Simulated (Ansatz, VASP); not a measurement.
## One calculation of Al2Cu, two programs

File INCAR:

```
PREC = Accurate ; ENCUT = 600
EDIFF = 1E-6 ; ISMEAR = 0
SIGMA = 0.2 ; LREAL = F
LASPH = T ; NELM = 80
ALGO = Normal ; ISIF = 3
LWAVE = F ; LCHARG = F
GGA = PE ; IBRION = 2
NSW = 36 ; EDIFFG = -0.08
```

KPOINTS

```
Automatic mesh
0
Gamma
  7 7 4
```

POSCAR

```
Al2Cu
1.0
    2.8500000000      0.0000000000      0.0000000000
    0.0000000000      2.8500000000      0.0000000000
    0.0000000000      0.0000000000      5.3000000000
Al Cu
2 1
Direct
    0.5000000000      0.5000000000      0.7400000000
    0.5000000000      0.5000000000      0.2600000000
    0.0000000000      0.0000000000      0.0000000000
```

Input for Ansatz:

```yaml
crystal:
  lattice:
    - [2.85, 0.0, 0.0]
    - [0.0, 2.85, 0.0]
    - [0.0, 0.0, 5.3]
  atoms:
    - { symbol: Al, position: [0.5, 0.5, 0.74] }
    - { symbol: Al, position: [0.5, 0.5, 0.26] }
    - { symbol: Cu, position: [0.0, 0.0, 0.0] }
basis:
  ecutwfc: 420
kpoints:
  mp_grid: { grid: [7, 7, 4] }
hamiltonian:
  xc: pbe
scf:
  occupations: { method: gaussian, width: 0.2 }
  lower_state_search: "off"
output:
  forces: true
  stress: true
  eigenvalues: true
relax:
  adjacent_minimum: "off"
  f_tol: 0.08
  max_steps: 16
  cell: { stress_tol: 0.8 }
```

Alike in both runs: task relaxation of cell and atoms; functional PBE; k mesh 7 × 7 × 4; occupations gaussian, width 0.2 eV; no spin polarisation.

```csv
,VASP,Ansatz
version,VASP 6.6.1,Ansatz 0.2.0
potentials or method,"VASP PAW PBE potentials, release 64 (Al, Cu), cutoff 600 eV","scalar-relativistic, plane waves, PAW"
valence electrons in the cell,17,25
```

```tsv
	VASP	Ansatz	Ansatz less VASP
gap on the k mesh at the Fermi level, each at its own relaxed structure (eV)	none	none	-
relaxed volume (Å³/atom)	15.76	15.76	+0.004
relaxed cell length with the largest relative difference (Å)	5.879	5.845	-0.0344
```

A gap of «none» marks a metal or a gap that the smearing closes. VASP's potentials hold 17 valence electrons a cell and Ansatz's 25, so a difference there can come from the potentials and not from the codes.
